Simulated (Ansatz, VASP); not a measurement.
## One calculation of SnTe, two programs

Contents of INCAR:

```
  ALGO = Normal
  EDIFF = 1E-6
  ENCUT = 500
  GGA = PS
  GGA_COMPAT = False
  ISIF = 2
  ISMEAR = 0
  LASPH = True
  LCHARG = True
  LELF = True
  LREAL = False
  LVHAR = True
  LWAVE = False
  NBANDS = 17
  NELM = 120
  PREC = Accurate
  SIGMA = 0.03
```

The input KPOINTS:

```
k-points
0
Gamma
  10 10 10
```

The input POSCAR:

```
SnTe
1.0
    0.0000000000      3.0618050000      3.1565000000
    3.0618050000      0.0000000000      3.1565000000
    3.0618050000      3.0618050000      0.0000000000
Sn Te
1 1
Direct
    0.0000000000      0.0000000000      0.0000000000
    0.5000000000      0.5000000000      0.5000000000
```

Input for Ansatz:

```yaml
crystal:
  lattice:
    - [0.0, 3.061805, 3.1565]
    - [3.061805, 0.0, 3.1565]
    - [3.061805, 3.061805, 0.0]
  atoms:
    - { symbol: Sn, position: [0.0, 0.0, 0.0] }
    - { symbol: Te, position: [0.5, 0.5, 0.5] }
basis:
  ecutwfc: 420
kpoints:
  mp_grid: { grid: [10, 10, 10] }
hamiltonian:
  xc: pbesol
scf:
  occupations: { method: gaussian, width: 0.03 }
output:
  forces: true
  stress: true
  eigenvalues: true
  write_density: true
  write_potential: true
  elf: true
  volumetric_format: npy
```

Change from the starting cell: strain -0.0300 x Voigt [1, 1, 0, 0, 0, 0], atoms carried along.

Alike in both runs: task single point; functional PBEsol; k mesh 10 × 10 × 10; occupations gaussian, width 0.03 eV; no spin polarisation.

|  | VASP | Ansatz |
| --- | --- | --- |
| version | VASP 6.6.1 | Ansatz 0.2.0 |
| potentials or method | VASP PAW PBE potentials, release 64 (Sn_d, Te), cutoff 500 eV | scalar-relativistic, plane waves, PAW |
| valence electrons in the cell | 20 | 30 |

Ansatz gave:

- gap on the k mesh at the Fermi level (eV): 0.28
- least direct gap on the mesh (eV): 0.38
- pressure (GPa): 2.7
- traceless stress, the component that is largest in VASP (GPa): -3.12

Problem. Estimate VASP's values.

Solution. gap on the k mesh at the Fermi level (eV): 0.28; least direct gap on the mesh (eV): 0.39; pressure (GPa): 2.7; traceless stress, the component that is largest in VASP (GPa): -3.13.

VASP's potentials were made for PBE, not for PBEsol. VASP's potentials hold 20 valence electrons a cell and Ansatz's 30, so a difference there can come from the potentials and not from the codes.

Neither program's run includes spin-orbit coupling.
